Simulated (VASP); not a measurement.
Here is a VASP 6.6.1 calculation.

Contents of INCAR:

```
SYSTEM = Zr3TiN4
PREC     = Accurate       ! precision mode
ENCUT    = 520            ! plane-wave cutoff, eV
EDIFF    = 1E-6           ! SCF threshold, eV
ISMEAR   = 0              ! smearing method
SIGMA    = 0.1            ! smearing width, eV
LREAL    = .False.        ! projectors in reciprocal space
LASPH    = .True.         ! aspherical terms in the spheres
NELM     = 100            ! most SCF steps
ALGO     = Normal         ! electronic algorithm
ISIF     = 2              ! what is computed and relaxed
LWAVE    = .False.        ! write WAVECAR
LCHARG   = .True.         ! write CHGCAR
GGA      = PE             ! functional
LELF     = .True.         ! ELF
LVHAR    = .True.       
NBANDS   = 44             ! bands
```

File KPOINTS:

```
regular mesh
0
Gamma
  6 6 2
  0 0 0
```

The input POSCAR:

```
Zr3TiN4
1.0
    3.2039331000      0.0000000000      0.0000000000
    0.0000000000      3.2039331000      0.0000000000
    0.0000000000      0.0000000000      9.0330583000
Zr Ti N
3 1 4
Direct
    0.0000000000      0.0000000000      0.7416330000
    0.0000000000      0.0000000000      0.2583670000
    0.5000000000      0.5000000000      0.0000000000
    0.5000000000      0.5000000000      0.5000000000
    0.0000000000      0.0000000000      0.5000000000
    0.5000000000      0.5000000000      0.2572520000
    0.0000000000      0.0000000000      0.0000000000
    0.5000000000      0.5000000000      0.7427480000
```

Potentials or basis: VASP PAW PBE potentials, release 64 (Zr_sv, Ti_sv, N).

Run with:

```sh
$ cat potpaw_PBE.64/Zr_sv/POTCAR potpaw_PBE.64/Ti_sv/POTCAR potpaw_PBE.64/N/POTCAR > POTCAR
$ mpirun -np 1 vasp_std > vasp.out
```

(1) What does it give for the band gap on the k mesh?

(2) Estimate the pressure.

Results:

(1) zero (bands 34 and 35 overlap by 3.10 eV).

(2) 0.2 GPa.
